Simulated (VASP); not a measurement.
A run of VASP 6.6.1 is set up as follows.

The input POSCAR:

```
Sn3Se
1.0
    4.8500370955      0.0000000000      0.0000000000
    0.0000000000      4.8500370955      0.0000000000
    0.0000000000      0.0000000000      4.8500370955
Sn Se
3 1
Direct
    0.0000000000      0.5000000000      0.5000000000
    0.5000000000      0.0000000000      0.5000000000
    0.5000000000      0.5000000000      0.0000000000
    0.0000000000      0.0000000000      0.0000000000
```

Contents of INCAR.step1:

```
SYSTEM = Sn3Se
ALGO = Normal
EDIFF = 1E-4
ENCUT = 520
GGA = PE
ISMEAR = 1
LASPH = .True.
LCHARG = .False.
LREAL = .False.
LWAVE = .True.
NBANDS = 32
NELM = 100
PREC = Accurate
SIGMA = 0.15
```

The input INCAR.step2:

```
SYSTEM = Sn3Se
ALGO = Normal
EDIFF = 1E-6
ENCUT = 520
ISIF = 2
ISMEAR = 1
ISTART = 1
LASPH = .True.
LCHARG = .True.
LELF = .True.
LMIXTAU = .True.
LREAL = .False.
LVHAR = .True.
LWAVE = .False.
METAGGA = R2SCAN
NBANDS = 32
NELM = 100
PREC = Accurate
SIGMA = 0.15
```

The input KPOINTS:

```
k-points
0
Gamma
  5 5 5
  0 0 0
```

Potentials or basis: VASP PAW PBE potentials, release 64 (Sn_d, Se).

The run is started by

```bash
$ cat potpaw_PBE.64/Sn_d/POTCAR potpaw_PBE.64/Se/POTCAR > POTCAR
$ cp INCAR.step1 INCAR
$ mpirun -np 1 vasp_std > vasp.out
$ cp INCAR.step2 INCAR
$ mpirun -np 1 vasp_std > vasp.out
```

Q: What does it give for the pressure?

A: -3.1 GPa.

Q: Estimate the band gap on the k mesh.

A: Zero (band 24 reaches 7.42 eV, above the bottom of band 25 at 6.00 eV).

Caveat: the PAW data sets were made with another functional, which shifts forces and pressure a little; spin-orbit coupling is left out, which moves the levels of the heavy elements.
